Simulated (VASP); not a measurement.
# WC (Fm-3m) in VASP: further runs

Runs on WC. Level: r2SCAN. Tasks: single point.

All numbers are computed with VASP 6.6.1; they aren't measurements. Logs are shortened: lines on timing, memory, paths and dates and some standing lists are left out, and cuts for length are marked.

### Step 1. The cell of the first run

The structure is cubic, space group Fm-3m (No. 225). Conventional cell: a = 4.356 Å, b = 4.356 Å, c = 4.356 Å, α = 90.00°, β = 90.00°, γ = 90.00°. Within 2.9 Å of W (site symmetry m-3m) lie 6 C at 2.18 Å. Within 2.9 Å of C (site symmetry m-3m) lie 6 W at 2.18 Å.

### Step 2. Single point, r2SCAN

File POSCAR:

```
WC
1.0
    0.0000000000      2.1779675566      2.1779675566
    2.1779675566      0.0000000000      2.1779675566
    2.1779675566      2.1779675566      0.0000000000
W C
1 1
Direct
    0.0000000000      0.0000000000      0.0000000000
    0.5000000000      0.5000000000      0.5000000000
```

File INCAR.step1:

```
PREC = Accurate
ENCUT = 520
ISMEAR = -1
SIGMA = 0.05
LREAL = F
LASPH = T
NELM = 80
NBANDS = 16
GGA = PE
ALGO = Normal
EDIFF = 1E-4
LWAVE = T
LCHARG = F
```

File INCAR.step2:

```
PREC = Accurate
ENCUT = 520
EDIFF = 1E-6
ISMEAR = -1
SIGMA = 0.05
LREAL = F
LASPH = T
NELM = 80
ALGO = Normal
ISIF = 2
LWAVE = F
LCHARG = T
METAGGA = R2SCAN
LMIXTAU = T
LELF = T
LVHAR = T
NBANDS = 16
ISTART = 1
```

File KPOINTS:

```
Automatic mesh
0
Gamma
  10 10 10
```

Potentials or basis: VASP PAW PBE potentials, release 64 (W_sv, C).

Started as:

```console
$ cat potpaw_PBE.64/W_sv/POTCAR potpaw_PBE.64/C/POTCAR > POTCAR
$ cp INCAR.step1 INCAR
$ mpirun -np 1 vasp_std > vasp.out
$ cp INCAR.step2 INCAR
$ mpirun -np 1 vasp_std > vasp.out
```

OUTCAR:

```text
PREC = Accurate
   ENCUT = 520
   EDIFF = 1E-6
   ISMEAR = -1
   LREAL = F
   LASPH = T
   NELM = 80
   ISIF = 2
   METAGGA = R2SCAN
   ISTART = 1

 ion  position               nearest neighbor table
   1  0.000  0.000  0.000-   2 2.18   2 2.18   2 2.18   2 2.18   2 2.18   2 2.18
   2  0.500  0.500  0.500-   1 2.18   1 2.18   1 2.18   1 2.18   1 2.18   1 2.18

  LATTYP: Found a face centered cubic cell.
 ALAT       =     4.3559351132

  Lattice vectors:

 A1 = (   0.0000000000,   2.1779675566,   2.1779675566)
 A2 = (   2.1779675566,   0.0000000000,   2.1779675566)
 A3 = (   2.1779675566,   2.1779675566,   0.0000000000)

Analysis of symmetry for initial positions (statically):
=====================================================================
 Subroutine PRICEL returns:
 Original cell was already a primitive cell.

 Routine SETGRP: Setting up the symmetry group for a
 face centered cubic supercell.

 Subroutine GETGRP returns: Found 48 space group operations
 (whereof 48 operations were pure point group operations)
 out of a pool of 48 trial point group operations.

The static configuration has the point symmetry O_h .

Analysis of symmetry for dynamics (positions and initial velocities):
=====================================================================
 Subroutine PRICEL returns:
 Original cell was already a primitive cell.

 Routine SETGRP: Setting up the symmetry group for a
 face centered cubic supercell.

 Subroutine GETGRP returns: Found 48 space group operations
 (whereof 48 operations were pure point group operations)
 out of a pool of 48 trial point group operations.

The dynamic configuration has the point symmetry O_h .

 Subroutine INISYM returns: Found 48 space group operations
 (whereof 48 operations are pure point group operations),
 and found     1 'primitive' translations

----------------------------------------------------------------------------------------

                                     Primitive cell

  volume of cell :      20.6626

  direct lattice vectors                    reciprocal lattice vectors
     0.000000000  2.177967557  2.177967557    -0.229571831  0.229571831  0.229571831
     2.177967557  0.000000000  2.177967557     0.229571831 -0.229571831  0.229571831
     2.177967557  2.177967557  0.000000000     0.229571831  0.229571831 -0.229571831

  length of vectors
     3.080111257  3.080111257  3.080111257     0.397630075  0.397630075  0.397630075

  position of ions in fractional coordinates (direct lattice)
     0.000000000  0.000000000  0.000000000
     0.500000000  0.500000000  0.500000000

  ion indices of the primitive-cell ions
   primitive index   ion index
                 1           1
                 2           2

----------------------------------------------------------------------------------------

 KPOINTS: Automatic mesh

Automatic generation of k-mesh.
 Grid dimensions read from file:
 generate k-points for:   10   10   10

 Generating k-lattice:

  Cartesian coordinates                     Fractional coordinates (reciprocal lattice)
    -0.022957183  0.022957183  0.022957183     0.100000000  0.000000000  0.000000000
     0.022957183 -0.022957183  0.022957183     0.000000000  0.100000000  0.000000000
     0.022957183  0.022957183 -0.022957183     0.000000000  0.000000000  0.100000000

  Length of vectors
     0.039763008  0.039763008  0.039763008

  Shift w.r.t. Gamma in fractional coordinates (k-lattice)
     0.000000000  0.000000000  0.000000000

 Subroutine IBZKPT returns following result:
 ===========================================

 Found     47 irreducible k-points:

 Following reciprocal coordinates:
            Coordinates               Weight
  0.000000  0.000000  0.000000      1.000000
  0.100000  0.000000  0.000000      8.000000
  0.200000  0.000000  0.000000      8.000000
  0.300000  0.000000  0.000000      8.000000
  0.400000  0.000000  0.000000      8.000000
  0.500000  0.000000  0.000000      4.000000
[... 16 lines left out ...]
  0.300000  0.300000  0.000000      6.000000
  0.400000  0.300000  0.000000     24.000000
 [... further k-points ...]
   k-points           NKPTS =     47   k-points in BZ     NKDIM =     47   number of bands    NBANDS=     16
   number of dos      NEDOS =    301   number of ions     NIONS =      2
   total plane-waves  NPLWV =  13824
   dimension x,y,z NGX =    24 NGY =   24 NGZ =   24
   dimension x,y,z NGXF=    48 NGYF=   48 NGZF=   48
   ions per type =               1   1
   NGX,Y,Z   is equivalent  to a cutoff of  12.95, 12.95, 12.95 a.u.
   NGXF,Y,Z  is equivalent  to a cutoff of  25.91, 25.91, 25.91 a.u.
 SYSTEM =  unknown system
   PREC   = accura    normal or accurate (medium, high low for compatibility)
   ISTART =      1    job   : 0-new  1-cont  2-samecut
   ICHARG =      0    charge: 1-file 2-atom 10-const
   ISPIN  =      1    spin polarized calculation?
   LNONCOLLINEAR =      F non collinear calculations
   LSORBIT =      F    spin-orbit coupling
   LASPH  =      T    aspherical Exc in radial PAW
   ENCUT  =  520.0 eV  38.22 Ry    6.18 a.u.   5.73  5.73  5.73*2*pi/ulx,y,z
   NELM   =     80;   NELMIN=  2; NELMDL=  0     # of ELM steps
   EDIFF  = 0.1E-05   stopping-criterion for ELM
   LREAL  =      F    real-space projection
   EDIFFG = 0.1E-04   stopping-criterion for IOM
   NSW    =      0    number of steps for IOM
   IBRION =     -1    ionic relax: 0-MD 1-quasi-New 2-CG
   NFREE  =      0    steps in history (QN), initial steepest desc. (CG)
   ISIF   =      2    stress and relaxation
   ISYM   =      2    0-nonsym 1-usesym 2-fastsym
   POTIM  = 0.5000    time-step for ionic-motion
   TEBEG  =    0.0;   TEEND  =   0.0 temperature during run
   PSTRESS=    0.0 pullay stress
   NELECT =      18.0000    total number of electrons
   NUPDOWN=      -1.0000    fix difference up-down
   EMIN   =  10.00;   EMAX   =-10.00  energy-range for DOS
   EFERMI =   0.00;   METHOD = LEGACY
   ISMEAR =    -1;   SIGMA  =   0.05  broadening in eV -4-tet -1-fermi 0-gaus
   EFERMI_NEDOS =   21; number of points for ismear=-14 and -15
   IALGO  =     38    algorithm
   IMIX   =      4    mixing-type and parameters
     AMIX     =   0.40;   BMIX     =  1.00
     AMIX_MAG =   1.60;   BMIX_MAG =  1.00
  volume/ion in A,a.u.               =      10.33        69.72
  Fermi-wavevector in a.u.,A,eV,Ry     =   1.563523  2.954630 33.260857  2.444604
  Thomas-Fermi vector in A             =   2.666282
   LORBIT       =      0    0 simple, 1 ext, 2 COOP (PROOUT), +10 PAW based schemes
   METAGGA = R2SCAN    functional components
   LHFCALC =     F    Hartree Fock is set to
   AEXX    =    0.0000 exact exchange contribution
   IVDW    =     0    specifies the selected vdW correction
   LEPSILON=     F    determine dielectric tensor
   LRPA    =     F    only Hartree local field effects (RPA)
 non-spin polarized calculation
  energy-cutoff  :      520.00
  volume of cell :       20.66
 maximum number of plane-waves:       568
   NGX = 11   NGY = 11   NGZ = 11

 number of electron      18.0000000 magnetization

 Free energy of the ion-electron system (eV)
  ---------------------------------------------------
  ext. energy  EPLUGINS =         0.00000000
  ---------------------------------------------------
  free energy    TOTEN  =       -60.64130913 eV

  energy without entropy =      -60.63550347  energy(sigma->0) =      -60.63840630

 E-fermi :  12.7780     XC(G=0): -14.9816

 val. band max:       12.6660528963   @ k =   0.3000   0.2000   0.1000
 cond. band min:      12.7950774961   @ k =  -0.1000   0.1000   0.0000
 fundamental gap:      0.1290245998
 Fermi energy:        12.7779590568

 k-point     1 :       0.0000    0.0000    0.0000
  band No.  band energies     occupation
      1     -64.7261      2.00000
      2     -28.0588      2.00000
      3     -28.0588      2.00000
      4     -28.0588      2.00000
      5      -4.1785      2.00000
      6       9.7982      2.00000
[... 8 lines left out ...]
     15      23.2882      0.00000
     16      36.9230      0.00000

 k-point     2 :       0.1000    0.0000    0.0000
  band No.  band energies     occupation
      1     -64.7217      2.00000
      2     -28.1262      2.00000
      3     -28.0658      2.00000
      4     -28.0658      2.00000
      5      -3.8827      2.00000
      6       8.8035      2.00000
[... 8 lines left out ...]
     15      23.9516      0.00000
     16      34.4662      0.00000

 k-point     3 :       0.2000    0.0000    0.0000
  band No.  band energies     occupation
      1     -64.7103      2.00000
      2     -28.2991      2.00000
      3     -28.0839      2.00000
      4     -28.0839      2.00000
      5      -3.0482      2.00000
      6       7.0204      2.00000
[... 8 lines left out ...]
     15      25.3850      0.00000
     16      31.6152      0.00000

 k-point     4 :       0.3000    0.0000    0.0000
  band No.  band energies     occupation
      1     -64.6961      2.00000
      2     -28.5067      2.00000
      3     -28.1063      2.00000
      4     -28.1063      2.00000
      5      -1.8161      2.00000
      6       5.1561      2.00000
[... 8 lines left out ...]
     15      26.2720      0.00000
     16      29.0663      0.00000
[... 324 lines left out ...]
 k-point    22 :      -0.2000    0.2000    0.0000
  band No.  band energies     occupation
      1     -64.6911      2.00000
      2     -28.4694      2.00000
      3     -28.2396      2.00000
      4     -28.0993      2.00000
      5      -1.5741      2.00000
      6       4.8818      2.00000
[... 8 lines left out ...]
     15      26.2932      0.00000
     16      27.1487      0.00000

 k-point    23 :       0.3000    0.3000    0.0000
  band No.  band energies     occupation
      1     -64.6860      2.00000
      2     -28.4633      2.00000
      3     -28.2149      2.00000
      4     -28.2149      2.00000
      5      -1.9921      2.00000
      6       5.0336      2.00000
[... 8 lines left out ...]
     15      26.3262      0.00000
     16      29.2298      0.00000

 k-point    24 :       0.4000    0.3000    0.0000
  band No.  band energies     occupation
      1     -64.6769      2.00000
      2     -28.5496      2.00000
      3     -28.2604      2.00000
      4     -28.2401      2.00000
      5      -1.6858      2.00000
      6       5.1910      2.00000
[... 8 lines left out ...]
     15      25.4696      0.00000
     16      29.1436      0.00000

 [... further k-points ...]
[... 5 lines left out ...]
  --------------------------------------------------------------------------------------
  -------------------------------------------------------------------------------------
  Total        0.5038548      0.5038548      0.5038548      0.0000000     -0.0000000      0.0000000
  in kB       39.0689545     39.0689545     39.0689545      0.0000000     -0.0000000      0.0000000
  external PRESSURE =      39.0689545 kB  Pullay stress =       0.0000000 kB

 VOLUME and BASIS-vectors are now :
 -----------------------------------------------------------------------------
  energy-cutoff  :      520.00
  volume of cell :       20.66
      direct lattice vectors                 reciprocal lattice vectors
     0.000000000  2.177967557  2.177967557    -0.229571831  0.229571831  0.229571831
     2.177967557  0.000000000  2.177967557     0.229571831 -0.229571831  0.229571831
     2.177967557  2.177967557  0.000000000     0.229571831  0.229571831 -0.229571831

 POSITION                                       TOTAL-FORCE (eV/Angst)
 -----------------------------------------------------------------------------------
      0.00000      0.00000      0.00000         0.000000      0.000000      0.000000
      2.17797      2.17797      2.17797         0.000000      0.000000      0.000000
 -----------------------------------------------------------------------------------
    total drift:                                0.000000     -0.000000     -0.000000

  FREE ENERGIE OF THE ION-ELECTRON SYSTEM (eV)
  ---------------------------------------------------
  free  energy   TOTEN  =       -60.6413091323 eV

  energy  without entropy=      -60.6355034724  energy(sigma->0) =      -60.63840630
```

Run time: 51 s. Hardware: 1 thread of AMD EPYC 9R45 (Zen 5), shared host; peak memory 0.13 GiB.

What came out:

```yaml
Free_energy: -60.6413 eV
Pressure: 3.9 GPa
Band_gap_on_the_k_mesh: zero (band 9 reaches 13.86 eV, above the bottom of band 10 at 10.43 eV)
```

Caveat: the PAW data sets were made with another functional, which shifts forces and pressure a little; spin-orbit coupling is left out, which moves the levels of the heavy elements.

### Step 3. Single point, r2SCAN

This run uses another cell than the first one, of 10.75 Å³/atom, 1.041 times its volume.

File POSCAR:

```
WC
1.0
    0.0000000000      2.2072055093      2.2072055093
    2.2072055093      0.0000000000      2.2072055093
    2.2072055093      2.2072055093      0.0000000000
W C
1 1
Direct
    0.0000000000      0.0000000000      0.0000000000
    0.5000000000      0.5000000000      0.5000000000
```

File INCAR.step1:

```
SYSTEM = WC
  PREC = Accurate
  ENCUT = 520
  ISMEAR = -1
  SIGMA = 0.05
  LREAL = .FALSE.
  LASPH = .TRUE.
  NELM = 100
  NBANDS = 16
  GGA = PE
  ALGO = Normal
  EDIFF = 1E-4
  LWAVE = .TRUE.
  LCHARG = .FALSE.
```

File INCAR.step2:

```
SYSTEM = WC
  PREC = Accurate
  ENCUT = 520
  EDIFF = 1E-7
  ISMEAR = -1
  SIGMA = 0.05
  LREAL = .FALSE.
  LASPH = .TRUE.
  NELM = 100
  ALGO = Normal
  ISIF = 2
  LWAVE = .FALSE.
  LCHARG = .TRUE.
  METAGGA = R2SCAN
  LMIXTAU = .TRUE.
  LELF = .TRUE.
  LVHAR = .TRUE.
  NBANDS = 16
  ISTART = 1
```

File KPOINTS:

```
regular mesh
0
G
  10 10 10
  0 0 0
```

Potentials or basis: VASP PAW PBE potentials, release 64 (W_sv, C).

Started as:

```console
$ cat potpaw_PBE.64/W_sv/POTCAR potpaw_PBE.64/C/POTCAR > POTCAR
$ cp INCAR.step1 INCAR
$ mpirun -np 1 vasp_std > vasp.out
$ cp INCAR.step2 INCAR
$ mpirun -np 1 vasp_std > vasp.out
```

It took 52 s on 1 thread of AMD EPYC 9R45 (Zen 5), shared host; peak memory 0.12 GiB.

It converged, with:

| Quantity | Value |
| --- | --- |
| Free energy | -60.6225 eV |
| Pressure | -10.7 GPa |
| Band gap on the k mesh | zero (band 9 reaches 13.16 eV, above the bottom of band 10 at 9.94 eV) |

Levels at points of the mesh, in eV from the Fermi level:
```
           k point  band 7  band 8  band 9  band 10  band 11  band 12
(0.00, 0.00, 0.00)   -2.82   -2.82   -1.18    -1.18    -1.18    -1.06
(0.50, 0.00, 0.00)   -6.85   -6.85    1.00     1.00     2.36     5.28
(0.50, 0.50, 0.00)   -5.78   -2.72   -2.72     0.76     2.21     2.21
```

Caveat: the PAW data sets were made with another functional, which shifts forces and pressure a little; spin-orbit coupling is left out, which moves the levels of the heavy elements.

### Step 4. Single point, r2SCAN

This run uses another cell than the first one, of 10.96 Å³/atom, 1.061 times its volume.

File POSCAR:

```
WC
1.0
    0.0000000000      2.2215384142      2.2215384142
    2.2215384142      0.0000000000      2.2215384142
    2.2215384142      2.2215384142      0.0000000000
W C
1 1
Direct
    0.0000000000      0.0000000000      0.0000000000
    0.5000000000      0.5000000000      0.5000000000
```

File INCAR.step1:

```
SYSTEM = WC
PREC = Accurate
ENCUT = 520
ISMEAR = -1
SIGMA = 0.05
LREAL = .False.
LASPH = .True.
NELM = 60
NBANDS = 16
GGA = PE
ALGO = Normal
EDIFF = 1E-4
LWAVE = .True.
LCHARG = .False.
```

File INCAR.step2:

```
SYSTEM = WC
PREC = Accurate
ENCUT = 520
EDIFF = 1E-6
ISMEAR = -1
SIGMA = 0.05
LREAL = .False.
LASPH = .True.
NELM = 60
ALGO = Normal
ISIF = 2
LWAVE = .False.
LCHARG = .False.
METAGGA = R2SCAN
LMIXTAU = .True.
NBANDS = 16
ISTART = 1
```

File KPOINTS:

```
Automatic mesh
0
Gamma
  10 10 10
  0 0 0
```

Started as:

```console
$ cat potpaw_PBE.64/W_sv/POTCAR potpaw_PBE.64/C/POTCAR > POTCAR
$ cp INCAR.step1 INCAR
$ mpirun -np 1 vasp_std > vasp.out
$ cp INCAR.step2 INCAR
$ mpirun -np 1 vasp_std > vasp.out
```

It took 51 s on 1 thread of AMD EPYC 9R45 (Zen 5), shared host; peak memory 0.12 GiB.

Results (log left out):

- Free energy: -60.5863 eV
- Pressure: -16.9 GPa
- Band gap on the k mesh: zero (band 9 reaches 12.83 eV, above the bottom of band 10 at 9.70 eV)

Levels at points of the mesh, in eV from the Fermi level:
| k point | band 5 | band 6 | band 7 | band 8 | band 9 | band 10 | band 11 | band 12 | band 13 | band 14 |
| --- | --- | --- | --- | --- | --- | --- | --- | --- | --- | --- |
| (0.00, 0.00, 0.00) | -16.41 | -2.74 | -2.74 | -2.74 | -1.13 | -1.13 | -1.13 | -1.04 | -1.04 | 6.52 |
| (0.50, 0.00, 0.00) | -12.03 | -9.89 | -6.70 | -6.70 | 0.96 | 0.96 | 2.28 | 5.25 | 8.69 | 8.69 |
| (0.50, 0.50, 0.00) | -14.22 | -5.84 | -5.63 | -2.68 | -2.68 | 0.73 | 2.13 | 2.13 | 5.27 | 7.12 |

Caveat: the PAW data sets were made with another functional, which shifts forces and pressure a little; spin-orbit coupling is left out, which moves the levels of the heavy elements.

### Step 5. Summary

| cell | gap on the mesh (eV) | pressure (GPa) |
| --- | --- | --- |
| a = 3.080 Å, angles 60.0°, 2 atoms | none | 3.9 |
| a = 3.121 Å, angles 60.0°, 2 atoms | none | -10.7 |
| a = 3.142 Å, angles 60.0°, 2 atoms | none | -16.9 |

Alike in all rows: task single point; level r2SCAN; potentials or basis VASP PAW PBE potentials, release 64 (W_sv, C); no spin polarisation; k mesh 10 × 10 × 10; cutoff (eV) 520; smearing fermi-dirac 0.05 eV.

Caveats: the PAW data sets were made with another functional, which shifts forces and pressure a little; spin-orbit coupling is left out, which moves the levels of the heavy elements.

Absolute energies hang on the potentials; compare differences alone.
